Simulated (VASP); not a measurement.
Input of a VASP 6.6.1 run:

The input INCAR:

```
SYSTEM = CaB2
PREC     = Accurate       ! precision mode
ENCUT    = 520            ! plane-wave cutoff, eV
EDIFF    = 1E-6           ! SCF threshold, eV
ISMEAR   = -1             ! smearing method
SIGMA    = 0.15           ! smearing width, eV
LREAL    = .False.        ! projectors in reciprocal space
LASPH    = .True.         ! aspherical terms in the spheres
NELM     = 60             ! most SCF steps
ALGO     = Normal         ! electronic algorithm
ISIF     = 2              ! what is computed and relaxed
LWAVE    = .False.        ! write WAVECAR
LCHARG   = .True.         ! write CHGCAR
GGA      = PE             ! functional
LELF     = .True.         ! ELF
LVHAR    = .True.       
NBANDS   = 15             ! bands
```

KPOINTS

```
regular mesh
0
Gamma
  6 6 4
  0 0 0
```

POSCAR

```
CaB2
1.0
    3.2264300000      0.0000000000      0.0000000000
   -1.6132150000      2.7941710000      0.0000000000
    0.0000000000      0.0000000000      7.0673920000
Ca B
1 2
Direct
    0.0000000000      0.0000000000      0.0000000000
    0.3333333333      0.6666666667      0.2877576339
    0.6666666667      0.3333333333      0.2877576339
```

Potentials or basis: VASP PAW PBE potentials, release 64 (Ca_sv, B).

Command:

```bash
$ cat potpaw_PBE.64/Ca_sv/POTCAR potpaw_PBE.64/B/POTCAR > POTCAR
$ mpirun -np 1 vasp_std > vasp.out
```

Question: Predict the largest force.

Answer: 0.644 eV/Å.

Question: Estimate the band gap on the k mesh.

Answer: Zero (bands 8 and 9 overlap by 1.02 eV).

Forces in eV/Å, atoms in the order of the input:
```
Ca   0.000  0.000  0.644
B    0.000  0.000 -0.322
B    0.000  0.000 -0.322
```

Caveat: the k points lie up to 0.37 Å⁻¹ apart, too coarse for converged energies and pressures of a metal.
